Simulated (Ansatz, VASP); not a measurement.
# Two plane-wave programs on C

```
CELL_PARAMETERS angstrom
0.00000 4.96926 0.00000
-4.30351 -2.48463 0.00000
0.00000 0.00000 21.58509
ATOMIC_POSITIONS crystal
C 0.83330 0.99992 0.69467
C 0.83329 0.50004 0.69467
C 0.33333 0.00000 0.69435
C 0.33341 0.50004 0.69467
C 0.99992 0.83330 0.69467
C 0.00000 0.33333 0.69435
C 0.50004 0.83329 0.69467
C 0.50004 0.33341 0.69467
```

Alike in both runs: task single point; functional PBEsol; dispersion D4; k mesh 9 × 9 × 1; occupations gaussian, width 0.04 eV; no spin polarisation.

|  | VASP | Ansatz |
| --- | --- | --- |
| version | VASP 6.6.1 | Ansatz 0.2.0 |
| potentials or method | VASP PAW PBE potentials, release 64 (C), cutoff 520 eV | scalar-relativistic, plane waves, PAW |
| valence electrons in the cell | 32 | 32 |

```csv
,VASP,Ansatz,Ansatz less VASP
gap on the k mesh at the Fermi level (eV),none,none,-
rms of the force components (eV/Å),0.033,0.033,+0.0001
```

VASP's potentials were made for PBE, not for PBEsol, and Ansatz warns of the same on its side. Atom by atom the forces differ by 0.001 eV/Å (rms over components). A gap of «none» marks a metal or a gap that the smearing closes. Ansatz's warnings: structure snapped to symmetry.
